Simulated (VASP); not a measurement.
# N (P6_3/mmc) in VASP: settings compared

N is run at these levels: RPBE, PBE; tasks: single point.

All numbers are computed with VASP 6.6.1; they aren't measurements. Logs are shortened: lines on timing, memory, paths and dates and some standing lists are left out, and cuts for length are marked.

## Step 1: The cell of the first run

Symmetry: P6_3/mmc, No. 194, hexagonal system. Conventional cell: a = 2.519 Å, b = 2.519 Å, c = 2.446 Å, α = 90.00°, β = 90.00°, γ = 120.00°. Within 2.5 Å of N (site symmetry -6m2) lie 8 N at 1.90 to 2.45 Å.

## Step 2: Single point, RPBE

Input file INCAR:

```
SYSTEM = N
PREC     = Accurate       ! precision mode
ENCUT    = 520            ! plane-wave cutoff, eV
EDIFF    = 1E-7           ! SCF threshold, eV
ISMEAR   = 0              ! smearing method
SIGMA    = 0.1            ! smearing width, eV
LREAL    = .FALSE.        ! projectors in reciprocal space
LASPH    = .TRUE.         ! aspherical terms in the spheres
NELM     = 100            ! most SCF steps
ALGO     = Normal         ! electronic algorithm
ISIF     = 2              ! what is computed and relaxed
LWAVE    = .FALSE.        ! write WAVECAR
LCHARG   = .FALSE.        ! write CHGCAR
GGA      = RP             ! functional
NBANDS   = 12             ! bands
NELECT   = 9.5
```

Input file KPOINTS:

```
regular mesh
0
G
  6 6 6
  0 0 0
```

Input file POSCAR:

```
N
1.0
    2.5194737886      0.0000000000      0.0000000000
   -1.2597368943      2.1819283051      0.0000000000
    0.0000000000      0.0000000000      2.4460020000
N
2
Direct
    0.6666666667      0.3333333333      0.2500000000
    0.3333333333      0.6666666667      0.7500000000
```

Potentials or basis: VASP PAW PBE potentials, release 64 (N).

Run with:

```console
> cat potpaw_PBE.64/N/POTCAR > POTCAR
> mpirun -np 1 vasp_std > vasp.out
```

OUTCAR:

```text
SYSTEM = N
   PREC = Accurate
   ENCUT = 520
   EDIFF = 1E-7
   ISMEAR = 0
   LREAL = .FALSE.
   LASPH = .TRUE.
   NELM = 100
   ISIF = 2
   GGA = RP
   NELECT = 9.5

 ion  position               nearest neighbor table
   1  0.667  0.333  0.250-
   2  0.333  0.667  0.750-

  LATTYP: Found a hexagonal cell.
 ALAT       =     2.5194737886
 C/A-ratio  =     0.9708384390

  Lattice vectors:

 A1 = (   2.5194737886,   0.0000000000,   0.0000000000)
 A2 = (  -1.2597368943,   2.1819283051,   0.0000000000)
 A3 = (   0.0000000000,   0.0000000000,   2.4460020000)

Analysis of symmetry for initial positions (statically):
=====================================================================
 Subroutine PRICEL returns:
 Original cell was already a primitive cell.

 Routine SETGRP: Setting up the symmetry group for a
 hexagonal supercell.

 Subroutine GETGRP returns: Found 24 space group operations
 (whereof 12 operations were pure point group operations)
 out of a pool of 24 trial point group operations.

The static configuration has the point symmetry D_3d.
 The point group associated with its full space group is D_6h.

Analysis of symmetry for dynamics (positions and initial velocities):
=====================================================================
 Subroutine PRICEL returns:
 Original cell was already a primitive cell.

 Routine SETGRP: Setting up the symmetry group for a
 hexagonal supercell.

 Subroutine GETGRP returns: Found 24 space group operations
 (whereof 12 operations were pure point group operations)
 out of a pool of 24 trial point group operations.

The dynamic configuration has the point symmetry D_3d.
 The point group associated with its full space group is D_6h.

 Subroutine INISYM returns: Found 24 space group operations
 (whereof 12 operations are pure point group operations),
 and found     1 'primitive' translations

----------------------------------------------------------------------------------------

                                     Primitive cell

  volume of cell :      13.4464

  direct lattice vectors                    reciprocal lattice vectors
     2.519473789  0.000000000  0.000000000     0.396908277  0.229155100  0.000000000
    -1.259736894  2.181928305  0.000000000     0.000000000  0.458310201  0.000000000
     0.000000000  0.000000000  2.446002000     0.000000000  0.000000000  0.408830410

  length of vectors
     2.519473789  2.519473789  2.446002000     0.458310201  0.458310201  0.408830410

  position of ions in fractional coordinates (direct lattice)
     0.666666667  0.333333333  0.250000000
     0.333333333  0.666666667  0.750000000

  ion indices of the primitive-cell ions
   primitive index   ion index
                 1           1
                 2           2

----------------------------------------------------------------------------------------

 KPOINTS: regular mesh

Automatic generation of k-mesh.
 Grid dimensions read from file:
 generate k-points for:    6    6    6

 Generating k-lattice:

  Cartesian coordinates                     Fractional coordinates (reciprocal lattice)
     0.066151379  0.038192517  0.000000000     0.166666667  0.000000000  0.000000000
     0.000000000  0.076385033  0.000000000     0.000000000  0.166666667  0.000000000
     0.000000000  0.000000000  0.068138402     0.000000000  0.000000000  0.166666667

  Length of vectors
     0.076385033  0.076385033  0.068138402

  Shift w.r.t. Gamma in fractional coordinates (k-lattice)
     0.000000000  0.000000000  0.000000000

 Subroutine IBZKPT returns following result:
 ===========================================

 Found     28 irreducible k-points:

 Following reciprocal coordinates:
            Coordinates               Weight
  0.000000  0.000000  0.000000      1.000000
  0.166667  0.000000  0.000000      6.000000
  0.333333 -0.000000  0.000000      6.000000
  0.500000  0.000000  0.000000      3.000000
  0.166667  0.166667  0.000000      6.000000
  0.333333  0.166667  0.000000     12.000000
[... 16 lines left out ...]
  0.166667  0.000000  0.500000      6.000000
  0.333333 -0.000000  0.500000      6.000000
 [... further k-points ...]
   k-points           NKPTS =     28   k-points in BZ     NKDIM =     28   number of bands    NBANDS=     12
   number of dos      NEDOS =    301   number of ions     NIONS =      2
   total plane-waves  NPLWV =   7200
   dimension x,y,z NGX =    20 NGY =   20 NGZ =   18
   dimension x,y,z NGXF=    40 NGYF=   40 NGZF=   36
   ions per type =               2
   NGX,Y,Z   is equivalent  to a cutoff of  13.20, 13.20, 12.23 a.u.
   NGXF,Y,Z  is equivalent  to a cutoff of  26.39, 26.39, 24.47 a.u.
 SYSTEM =  N
   PREC   = accura    normal or accurate (medium, high low for compatibility)
   ISTART =      0    job   : 0-new  1-cont  2-samecut
   ICHARG =      2    charge: 1-file 2-atom 10-const
   ISPIN  =      1    spin polarized calculation?
   LNONCOLLINEAR =      F non collinear calculations
   LSORBIT =      F    spin-orbit coupling
   LASPH  =      T    aspherical Exc in radial PAW
   ENCUT  =  520.0 eV  38.22 Ry    6.18 a.u.   4.68  4.68  4.55*2*pi/ulx,y,z
   NELM   =    100;   NELMIN=  2; NELMDL= -5     # of ELM steps
   EDIFF  = 0.1E-06   stopping-criterion for ELM
   LREAL  =      F    real-space projection
   EDIFFG = 0.1E-05   stopping-criterion for IOM
   NSW    =      0    number of steps for IOM
   IBRION =     -1    ionic relax: 0-MD 1-quasi-New 2-CG
   NFREE  =      0    steps in history (QN), initial steepest desc. (CG)
   ISIF   =      2    stress and relaxation
   ISYM   =      2    0-nonsym 1-usesym 2-fastsym
   POTIM  = 0.5000    time-step for ionic-motion
   TEBEG  =    0.0;   TEEND  =   0.0 temperature during run
   PSTRESS=    0.0 pullay stress
   NELECT =       9.5000    total number of electrons
   NUPDOWN=      -1.0000    fix difference up-down
   EMIN   =  10.00;   EMAX   =-10.00  energy-range for DOS
   EFERMI =   0.00;   METHOD = LEGACY
   ISMEAR =     0;   SIGMA  =   0.10  broadening in eV -4-tet -1-fermi 0-gaus
   EFERMI_NEDOS =   21; number of points for ismear=-14 and -15
   IALGO  =     38    algorithm
   IMIX   =      4    mixing-type and parameters
     AMIX     =   0.40;   BMIX     =  1.00
     AMIX_MAG =   1.60;   BMIX_MAG =  1.00
  volume/ion in A,a.u.               =       6.72        45.37
  Fermi-wavevector in a.u.,A,eV,Ry     =   1.458077  2.755365 28.925812  2.125987
  Thomas-Fermi vector in A             =   2.574803
   LORBIT       =      0    0 simple, 1 ext, 2 COOP (PROOUT), +10 PAW based schemes
   GGA     = RP    functional components
   LHFCALC =     F    Hartree Fock is set to
   AEXX    =    0.0000 exact exchange contribution
   IVDW    =     0    specifies the selected vdW correction
   LEPSILON=     F    determine dielectric tensor
   LRPA    =     F    only Hartree local field effects (RPA)
 non-spin polarized calculation
 Gauss-broadening in eV      SIGMA  =   0.10
  energy-cutoff  :      520.00
  volume of cell :       13.45
 maximum number of plane-waves:       381
 NGX is ok and might be reduce to    20
   NGX =  9   NGY =  9   NGZ =  9

 number of electron      10.0000000 magnetization

 number of electron       9.5000000 magnetization

 Free energy of the ion-electron system (eV)
  ---------------------------------------------------
  ext. energy  EPLUGINS =         0.00000000
  ---------------------------------------------------
  free energy    TOTEN  =       -11.87181746 eV

  energy without entropy =      -11.86834205  energy(sigma->0) =      -11.87007975

 E-fermi :   6.3099     XC(G=0): -12.6341

 val. band max:        6.1455635008   @ k =   0.5000   0.0000   0.5000
 cond. band min:       6.3462342135   @ k =   0.3333  -0.0000   0.1667
 fundamental gap:      0.2006707127
 Fermi energy:         6.3098803783

 k-point     1 :       0.0000    0.0000    0.0000
  band No.  band energies     occupation
      1     -14.9878      2.00000
      2       0.9454      2.00000
      3       2.1876      2.00000
      4       4.5358      2.00000
      5       4.5358      2.00000
      6       9.7054      0.00000
      7       9.7054      0.00000
      8      12.9187      0.00000
      9      22.1498      0.00000
     10      25.9913      0.00000
     11      32.8706      0.00000
     12      32.8706      0.00000

 k-point     2 :       0.1667    0.0000    0.0000
  band No.  band energies     occupation
      1     -14.3328      2.00000
      2      -0.8951      2.00000
      3       2.7170      2.00000
      4       3.6917      2.00000
      5       4.6593      2.00000
      6       9.5189      0.00000
      7      10.4921      0.00000
      8      12.0976      0.00000
      9      23.4302      0.00000
     10      25.4196      0.00000
     11      34.0108      0.00000
     12      34.0237      0.00000

 k-point     3 :       0.3333   -0.0000    0.0000
  band No.  band energies     occupation
      1     -12.4612      2.00000
      2      -4.6761      2.00000
      3       2.4813      2.00000
      4       4.1499      2.00000
      5       4.7190      2.00000
      6       9.4404      0.00000
      7      10.1137      0.00000
      8      11.5067      0.00000
      9      22.3943      0.00000
     10      28.2935      0.00000
     11      35.2192      0.00000
     12      35.5549      0.00000
[... 286 lines left out ...]
 k-point    23 :       0.1667    0.0000    0.5000
  band No.  band energies     occupation
      1      -9.4983      2.00000
      2      -9.4983      2.00000
      3       4.5519      2.00000
      4       4.5519      2.00000
      5       7.0809      0.00000
      6       7.0809      0.00000
      7      10.4016      0.00000
      8      10.4016      0.00000
      9      27.2864      0.00000
     10      27.2864      0.00000
     11      32.7054      0.00000
     12      32.7054      0.00000

 k-point    24 :       0.3333   -0.0000    0.5000
  band No.  band energies     occupation
      1      -7.8630      2.00000
      2      -7.8630      2.00000
      3       0.7418      2.00000
      4       0.7418      2.00000
      5       6.4399      0.06592
      6       6.4399      0.06592
      7      10.9721      0.00000
      8      10.9721      0.00000
      9      26.7361      0.00000
     10      26.7361      0.00000
     11      36.8968      0.00000
     12      36.8968      0.00000

 [... further k-points ...]

------------------------ aborting loop because EDIFF is reached ----------------------------------------

  FORCE on cell =-STRESS in cart. coord.  units (eV):
  Direction    XX          YY          ZZ          XY          YZ          ZX
  --------------------------------------------------------------------------------------
  -------------------------------------------------------------------------------------
  Total       -5.9691923     -5.9691923     -7.9664924      0.0000000      0.0000000      0.0000000
  in kB     -711.2446678   -711.2446679   -949.2281252      0.0000000      0.0000000      0.0000000
  external PRESSURE =    -790.5724870 kB  Pullay stress =       0.0000000 kB

 VOLUME and BASIS-vectors are now :
 -----------------------------------------------------------------------------
  energy-cutoff  :      520.00
  volume of cell :       13.45
      direct lattice vectors                 reciprocal lattice vectors
     2.519473789  0.000000000  0.000000000     0.396908277  0.229155100  0.000000000
    -1.259736894  2.181928305  0.000000000     0.000000000  0.458310201  0.000000000
     0.000000000  0.000000000  2.446002000     0.000000000  0.000000000  0.408830410

 POSITION                                       TOTAL-FORCE (eV/Angst)
 -----------------------------------------------------------------------------------
      1.25974      0.72731      0.61150        -0.000000      0.000000      0.000000
     -0.00000      1.45462      1.83450         0.000000      0.000000      0.000000
 -----------------------------------------------------------------------------------
    total drift:                               -0.000000      0.000000      0.000000

  FREE ENERGIE OF THE ION-ELECTRON SYSTEM (eV)
  ---------------------------------------------------
  free  energy   TOTEN  =       -11.8718174560 eV

  energy  without entropy=      -11.8683420498  energy(sigma->0) =      -11.87007975
```

Wall time 3 s (1 thread of AMD EPYC 9R45 (Zen 5), shared host); peak memory 0.08 GiB.

Results:

```yaml
Free_energy: -11.8718 eV
```

Caveat: the k points lie up to 0.48 Å⁻¹ apart; the cell carries a net charge on a neutralising background, which shifts energy and pressure; the cell is charged against a uniform background, so pressure and absolute levels hang on convention; the PAW data sets were made with another functional, which shifts forces and pressure a little.

## Step 3: Single point, PBE

Input file INCAR:

```
SYSTEM = N
ALGO     = Normal         ! electronic algorithm
EDIFF    = 1E-6           ! SCF threshold, eV
ENCUT    = 520            ! plane-wave cutoff, eV
GGA      = PE             ! functional
ISIF     = 2              ! what is computed and relaxed
ISMEAR   = 0              ! smearing method
LASPH    = .TRUE.         ! aspherical terms in the spheres
LCHARG   = .FALSE.        ! write CHGCAR
LREAL    = .FALSE.        ! projectors in reciprocal space
LWAVE    = .FALSE.        ! write WAVECAR
NBANDS   = 12             ! bands
NELM     = 100            ! most SCF steps
PREC     = Accurate       ! precision mode
SIGMA    = 0.1            ! smearing width, eV
```

Input file KPOINTS:

```
k-points
0
G
  8 8 7
  0 0 0
```

POSCAR is that of step 2.

Potentials or basis: VASP PAW PBE potentials, release 64 (N).

Run with:

```console
> cat potpaw_PBE.64/N/POTCAR > POTCAR
> mpirun -np 1 vasp_std > vasp.out
```

Wall time 3.2 s (1 thread of AMD EPYC 9R45 (Zen 5), shared host); peak memory 0.08 GiB.

Results (log left out):

| Quantity | Value |
| --- | --- |
| Free energy | -9.4219 eV |
| Pressure | 8.3 GPa |
| Band gap on the k mesh | zero (band 5 reaches 8.22 eV, above the bottom of band 6 at 4.91 eV) |

Stress tensor (GPa, compression positive):
```
13.06  0.00  0.00
 0.00 13.06  0.00
 0.00  0.00 -1.16
```

Levels at points of the mesh, in eV from the Fermi level:
| k point | band 1 | band 2 | band 3 | band 4 | band 5 | band 6 | band 7 | band 8 | band 9 | band 10 |
| --- | --- | --- | --- | --- | --- | --- | --- | --- | --- | --- |
| (0.00, 0.00, 0.00) | -22.03 | -5.73 | -4.76 | -2.33 | -2.33 | 2.85 | 2.85 | 6.17 | 14.65 | 18.16 |
| (0.50, 0.00, 0.00) | -17.42 | -14.45 | -4.96 | -2.23 | -1.47 | 1.75 | 2.74 | 5.11 | 13.72 | 24.14 |

Caveat: the k points lie up to 0.37 Å⁻¹ apart.

## Step 4: Single point, PBE

Input file INCAR:

```
SYSTEM = N
PREC = Accurate
ENCUT = 520
EDIFF = 1E-6
ISMEAR = 0
SIGMA = 0.1
LREAL = .FALSE.
LASPH = .TRUE.
NELM = 100
ALGO = Normal
ISIF = 2
LWAVE = .FALSE.
LCHARG = .TRUE.
GGA = PE
LELF = .TRUE.
LVHAR = .TRUE.
NBANDS = 12
```

Input file KPOINTS:

```
regular mesh
0
G
  12 12 10
  0 0 0
```

Input file POSCAR:

```
N
1.0
    2.5194737886      0.0000000000      0.0000000000
   -1.2597368943      2.1819283051      0.0000000000
    0.0000000000      0.0000000000      2.4460020000
N
2
Direct
    0.6666666700      0.3333333300      0.2500000000
    0.3333333300      0.6666666700      0.7500000000
```

Run with:

```console
> cat potpaw_PBE.64/N/POTCAR > POTCAR
> mpirun -np 1 vasp_std > vasp.out
```

Wall time 8 s (1 thread of AMD EPYC 9R45 (Zen 5), shared host); peak memory 0.09 GiB.

The run converged. Its results:

```yaml
Free_energy: -9.4115 eV
Pressure: 10.1 GPa
Band_gap_on_the_k_mesh: zero (band 5 reaches 7.93 eV, above the bottom of band 6 at 3.18 eV)
```

Stress tensor (GPa, compression positive):
```
14.72  0.00  0.00
 0.00 14.72  0.00
 0.00  0.00  0.83
```

Levels at points of the mesh, in eV from the Fermi level:
```tsv
k point	band 1	band 2	band 3	band 4	band 5	band 6	band 7	band 8	band 9	band 10
(0.00, 0.00, 0.00)	-22.03	-5.73	-4.76	-2.33	-2.33	2.84	2.84	6.17	14.64	18.15
(0.50, 0.00, 0.00)	-17.42	-14.46	-4.96	-2.24	-1.48	1.74	2.73	5.10	13.71	24.14
(0.00, 0.00, 0.50)	-17.09	-17.09	0.60	0.60	0.60	0.60	2.09	2.09	21.75	21.75
(0.50, 0.00, 0.50)	-13.30	-13.30	-8.57	-8.57	-0.75	-0.75	4.05	4.05	19.37	19.37
```
